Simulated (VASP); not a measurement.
Write the native input for VASP 6.6.1 that does the following.

- Task: single point
- Functional: r2SCAN
- Potentials or basis: VASP PAW PBE potentials, release 64 (Fe)
- Cutoff: 520 eV
- k mesh: 18 × 18 × 18
- Occupations: fermi-dirac, width 0.1 eV
- Spin: no spin polarisation
- Dipole correction: no
- Further INCAR settings: ALGO = Normal; EDIFF = 1e-07; NBANDS = 10

Fe:

```xyz
1
Lattice="0.0000 1.6832 1.6832 1.6832 0.0000 1.6832 1.6832 1.6832 0.0000" Properties=species:S:1:pos:R:3 pbc="T T T"
Fe    0.0000    0.0000    0.0000
```

This cell differs from its parent crystal: volume scaled by 0.96.

One way to write it, as run:

POSCAR

```
Fe
1.0
    0.0000000000      1.6832090964      1.6832090964
    1.6832090964      0.0000000000      1.6832090964
    1.6832090964      1.6832090964      0.0000000000
Fe
1
Direct
    0.0000000000      0.0000000000      0.0000000000
```

INCAR.step1

```
SYSTEM = Fe
PREC     = Accurate       ! precision mode
ENCUT    = 520            ! plane-wave cutoff, eV
ISMEAR   = -1             ! smearing method
SIGMA    = 0.1            ! smearing width, eV
LREAL    = .FALSE.        ! projectors in reciprocal space
LASPH    = .TRUE.         ! aspherical terms in the spheres
NELM     = 100            ! most SCF steps
NBANDS   = 10             ! bands
GGA      = PE             ! functional
ALGO     = Normal         ! electronic algorithm
EDIFF    = 1E-4           ! SCF threshold, eV
LWAVE    = .TRUE.         ! write WAVECAR
LCHARG   = .FALSE.        ! write CHGCAR
```

INCAR.step2

```
SYSTEM = Fe
PREC     = Accurate       ! precision mode
ENCUT    = 520            ! plane-wave cutoff, eV
EDIFF    = 1E-7           ! SCF threshold, eV
ISMEAR   = -1             ! smearing method
SIGMA    = 0.1            ! smearing width, eV
LREAL    = .FALSE.        ! projectors in reciprocal space
LASPH    = .TRUE.         ! aspherical terms in the spheres
NELM     = 100            ! most SCF steps
ALGO     = Normal         ! electronic algorithm
ISIF     = 2              ! what is computed and relaxed
LWAVE    = .FALSE.        ! write WAVECAR
LCHARG   = .FALSE.        ! write CHGCAR
METAGGA  = R2SCAN         ! meta-GGA
LMIXTAU  = .TRUE.       
NBANDS   = 10             ! bands
ISTART   = 1
```

KPOINTS

```
regular mesh
0
G
  18 18 18
  0 0 0
```

Potentials or basis: VASP PAW PBE potentials, release 64 (Fe).

Run with:

```sh
$ cat potpaw_PBE.64/Fe/POTCAR > POTCAR
$ cp INCAR.step1 INCAR
$ mpirun -np 1 vasp_std > vasp.out
$ cp INCAR.step2 INCAR
$ mpirun -np 1 vasp_std > vasp.out
```

Results of the run:

```yaml
Pressure: 14.7 GPa
Band_gap_on_the_k_mesh: zero (band 4 reaches 8.94 eV, above the bottom of band 5 at 6.66 eV)
```

Caveat: the PAW data sets were made with another functional, which shifts forces and pressure a little; the run has no spin polarisation, though such a crystal can be magnetic.

It took 37 s on 1 thread of Intel(R) Xeon(R) Platinum 8488C (Sapphire Rapids) (shared host), peak memory 0.14 GiB.
